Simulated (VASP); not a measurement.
Crystal: Mo.

```
CELL_PARAMETERS angstrom
-1.57342 1.57342 1.57342
1.57342 -1.57342 1.57342
1.57342 1.57342 -1.57342
ATOMIC_POSITIONS crystal
Mo 0.00000 0.00000 0.00000
```

```yaml
Program: VASP 6.6.1
Task: relaxation of cell and atoms
Functional: PBEsol
Potentials_or_basis: VASP PAW PBE potentials, release 64 (Mo_sv)
Cutoff: 600 eV
k_mesh: 16 × 16 × 16
Occupations: fermi-dirac, width 0.08 eV
Spin: collinear spin, zero start
Starting_moments: "[0.0] μB"
```

At the start: pressure -4.1 GPa; volume 15.58 Å³/atom.

Where does the relaxation end?

Over 7 steps the energy falls by 3.1 meV/atom and the volume is 15.34 Å³/atom (-1.5 %); space group Im-3m (No. 229, to 0.1 Å) before and after; moment 0.00 μB per cell.

The path:
| step | energy change (eV) | largest force (eV/Å) | pressure (GPa) | volume (Å³) |
| --- | --- | --- | --- | --- |
| 1 | 0.0000 | 0.0000 | -4.15 | 15.58 |
| 2 | 0.0233 | 0.0000 | 13.40 | 14.69 |
| 3 | -0.0031 | 0.0000 | -0.08 | 15.35 |
| 4 | -0.0031 | 0.0000 | -0.03 | 15.34 |
| 5 | -0.0031 | 0.0000 | 0.09 | 15.34 |
| 6 | -0.0031 | 0.0000 | -0.15 | 15.35 |
| 7 | -0.0031 | 0.0000 | -0.01 | 15.34 |

Final structure:
```yaml
crystal:
  lattice:
    - [-1.56543, 1.56543, 1.56543]
    - [1.56543, -1.56543, 1.56543]
    - [1.56543, 1.56543, -1.56543]
  atoms:
    - { symbol: Mo, position: [0.00000, 0.00000, 0.00000] }
```

Caveat: the PAW data sets were made with another functional, which shifts forces and pressure a little.
